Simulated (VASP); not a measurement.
Input of a VASP 6.6.1 run:

File INCAR:

```
SYSTEM = SiC
PREC = Accurate ; ENCUT = 600
EDIFF = 1E-6 ; ISMEAR = 0
SIGMA = 0.02 ; LREAL = .False.
LASPH = .True. ; NELM = 120
ALGO = Normal ; ISIF = 2
LWAVE = .False. ; LCHARG = .True.
GGA = PE ; LELF = .True.
LVHAR = .True. ; NBANDS = 26
GGA_COMPAT = .False.
```

The input KPOINTS:

```
regular mesh
0
Gamma
  10 6 6
  0 0 0
```

File POSCAR:

```
SiC
1.0
    3.1302445502      0.0000000000      0.0000000000
    0.0000000000      5.0180770378      0.0000000000
    0.0000000000      0.0000000000      5.3478624882
Si C
4 4
Direct
    0.0000000000      0.9998051204      0.3332644414
    0.5000000000      0.9998051204      0.8332644414
    0.5000000000      0.4998051204      0.1667355586
    0.0000000000      0.4998051204      0.6667355586
    0.0000000000      0.6221948796      0.3321599037
    0.5000000000      0.6221948796      0.8321599037
    0.5000000000      0.1221948796      0.1678400963
    0.0000000000      0.1221948796      0.6678400963
```

Potentials or basis: VASP PAW PBE potentials, release 64 (Si, C).

Launch:

```console
$ cat potpaw_PBE.64/Si/POTCAR potpaw_PBE.64/C/POTCAR > POTCAR
$ mpirun -np 1 vasp_std > vasp.out
```

Q: Predict the pressure.

A: -0.2 GPa.

Q: What does it give for the band gap on the k mesh?

A: 2.40 eV.

Stress tensor (GPa, compression positive):
```
-5.46  0.00  0.00
 0.00  5.19  0.00
 0.00  0.00 -0.20
```

A k mesh can miss the band edges. PBE gaps usually lie below the measured ones, often by a third to a half.
